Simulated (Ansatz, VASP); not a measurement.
## SiC: VASP beside Ansatz

```xyz
2
Lattice="0.0000 2.1781 2.1781 2.1781 0.0000 2.1781 2.1781 2.1781 0.0000" Properties=species:S:1:pos:R:3 pbc="T T T"
Si    1.0890    1.0890    1.0890
C     0.0000    0.0000    0.0000
```

Alike in both runs: task single point; functional LDA; k mesh 10 × 10 × 10; no spin polarisation.

|  | VASP | Ansatz |
| --- | --- | --- |
| version | VASP 6.6.1 | Ansatz 0.2.0 |
| potentials or method | VASP PAW LDA potentials, release 64 (Si, C) | plane waves, PAW |
| plane-wave cutoff (eV) | 520 | 420 |
| occupations | gaussian, width 0.01 eV | fixed |
| valence electrons in the cell | 8 | 8 |

Ansatz gave:

- gap on the k mesh at the Fermi level (eV): 1.32
- pressure (GPa): -4.1

Question: What did VASP give for the same quantities?

Answer: gap on the k mesh at the Fermi level (eV): 1.30; pressure (GPa): -3.7.

LDA's correlation is that of Perdew and Zunger in VASP and of Perdew and Wang (1992) in Ansatz.
